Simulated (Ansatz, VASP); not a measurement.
AlRu in VASP and in Ansatz

```xyz
2
Lattice="2.9549 0.0000 0.0000 0.0000 2.9549 0.0000 0.0000 0.0000 2.9549" Properties=species:S:1:pos:R:3 pbc="T T T"
Ru    0.0000    0.0000    0.0000
Al    1.4775    1.4775    1.4775
```

Alike in both runs: functional LDA; k mesh 16 × 16 × 16; occupations gaussian, width 0.3 eV; no spin polarisation.

Ansatz relaxed the structure, and its values are those at the end. VASP's run is a single point on that final structure, the one shown.

|  | VASP | Ansatz |
| --- | --- | --- |
| version | VASP 6.6.1 | Ansatz 0.2.0 |
| potentials or method | VASP PAW LDA potentials, release 64 (Ru_pv, Al) | scalar-relativistic, plane waves, PAW |
| plane-wave cutoff (eV) | 520 | 420 |
| valence electrons in the cell | 17 | 19 |

|  | VASP | Ansatz | Ansatz less VASP |
| --- | --- | --- | --- |
| gap on the k mesh at the Fermi level (eV) | none | none | - |
| pressure (GPa) | 0.6 | 0.0 | -0.65 |

LDA's correlation is that of Perdew and Zunger in VASP and of Perdew and Wang (1992) in Ansatz. A gap of «none» marks a metal or a gap that the smearing closes. VASP's potentials hold 17 valence electrons a cell and Ansatz's 19, so a difference there can come from the potentials and not from the codes.
